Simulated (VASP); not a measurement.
Crystal: MnHg.

```
Mn Hg
1.0
     3.28800    0.00000    0.00000
     0.00000    3.28800    0.00000
     0.00000    0.00000    3.31300
Mn Hg
1 1
Cartesian
  1.6440 1.6440 1.6565
  0.0000 0.0000 0.0000
```

```yaml
Program: VASP 6.6.1
Task: relaxation of cell and atoms
Functional: PBE
Potentials_or_basis: VASP PAW PBE potentials, release 64 (Mn_sv, Hg_sv_GW)
Cutoff: 680 eV
k_mesh: 12 × 12 × 12
Occupations: gaussian, width 0.1 eV
Spin: no spin polarisation
```

At the start: pressure -14.4 GPa; volume 17.91 Å³/atom.

Problem. Where does the relaxation end?

Solution. Over 8 steps the energy falls by 122.9 meV/atom and the volume is 15.55 Å³/atom (-13.1 %); space group Pm-3m (No. 221, to 0.1 Å) before and after.

Step by step:
| step | energy change (eV) | largest force (eV/Å) | pressure (GPa) | volume (Å³) |
| --- | --- | --- | --- | --- |
| 1 | 0.0000 | 0.0000 | -14.43 | 35.82 |
| 2 | -0.0799 | 0.0000 | 19.53 | 28.09 |
| 3 | -0.2458 | 0.0000 | -0.29 | 31.17 |
| 4 | -0.2458 | 0.0000 | 0.11 | 31.08 |
| 5 | -0.2458 | 0.0000 | -0.10 | 31.12 |
| 6 | -0.2458 | 0.0000 | -0.06 | 31.11 |
| 7 | -0.2458 | 0.0000 | -0.06 | 31.11 |
| 8 | -0.2459 | 0.0000 | -0.02 | 31.11 |

Final structure:
```yaml
crystal:
  lattice:
    - [3.14243, 0.00000, 0.00000]
    - [0.00000, 3.14243, 0.00000]
    - [0.00000, 0.00000, 3.15016]
  atoms:
    - { symbol: Mn, position: [0.50000, 0.50000, 0.50000] }
    - { symbol: Hg, position: [0.00000, 0.00000, 0.00000] }
```

Caveat: the run has no spin polarisation, though such a crystal can be magnetic.
